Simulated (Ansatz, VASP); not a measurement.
# NiO: VASP beside Ansatz

File INCAR:

```
PREC = Accurate
ENCUT = 520
EDIFF = 1E-7
ISMEAR = -1
SIGMA = 0.05
LREAL = False
LASPH = True
NELM = 150
ALGO = Normal
ISIF = 2
LWAVE = False
LCHARG = False
ISPIN = 2
MAGMOM = -0.88 0
LORBIT = 11
LMAXMIX = 4
GGA = PE
NBANDS = 19
```

Contents of KPOINTS:

```
Automatic mesh
0
Gamma
  11 11 11
```

File POSCAR:

```
NiO
1.0
    0.0000000000      2.0859016414      2.0859016414
    2.0859016414      0.0000000000      2.0859016414
    2.0859016414      2.0859016414      0.0000000000
Ni O
1 1
Direct
    0.0000000000      0.0000000000      0.0000000000
    0.5000000000      0.5000000000      0.5000000000
```

File input.yaml:

```yaml
crystal:
  lattice:
    - [0.0, 2.0859016414, 2.0859016414]
    - [2.0859016414, 0.0, 2.0859016414]
    - [2.0859016414, 2.0859016414, 0.0]
  atoms:
    - { symbol: Ni, position: [0.0, 0.0, 0.0], spin: -0.88 }
    - { symbol: O, position: [0.5, 0.5, 0.5] }
hamiltonian:
  xc: pbe
  pseudopotentials: { kind: paw }
magnetization:
  spin_polarized: true
kpoints:
  mp_grid: { grid: [11, 11, 11] }
scf:
  occupations: { method: fermi_dirac, width: 0.05 }
output:
  forces: true
  stress: true
  eigenvalues: true
  write_density: true
  write_potential: true
  elf: true
  volumetric_format: npy
```

Alike in both runs: task single point; functional PBE; k mesh 11 × 11 × 11; occupations fermi-dirac, width 0.05 eV; collinear spin.

```csv
,VASP,Ansatz
version,VASP 6.6.1,Ansatz 0.2.0
potentials or method,"VASP PAW PBE potentials, release 64 (Ni, O)",Ansatz PAW
plane-wave cutoff (eV),520,420
valence electrons in the cell,16,24
```

VASP gave:

| Quantity | Value |
| --- | --- |
| gap on the k mesh at the Fermi level (eV) | none |
| pressure (GPa) | 5.1 |
| net moment per atom (μB) | 0.84 |
| size of the moment on the site where the two differ most (μB) | 0.25 |

**Question.** Estimate Ansatz's values.

**Answer.** gap on the k mesh at the Fermi level (eV): none; pressure (GPa): 5.7; net moment per atom (μB): 0.86; size of the moment on the site where the two differ most (μB): 0.27.

Site moments also hang on the region over which each program counts them. A gap of «none» marks a metal or a gap that the smearing closes. VASP's potentials hold 16 valence electrons a cell and Ansatz's 24, so a difference there can come from the potentials and not from the codes.
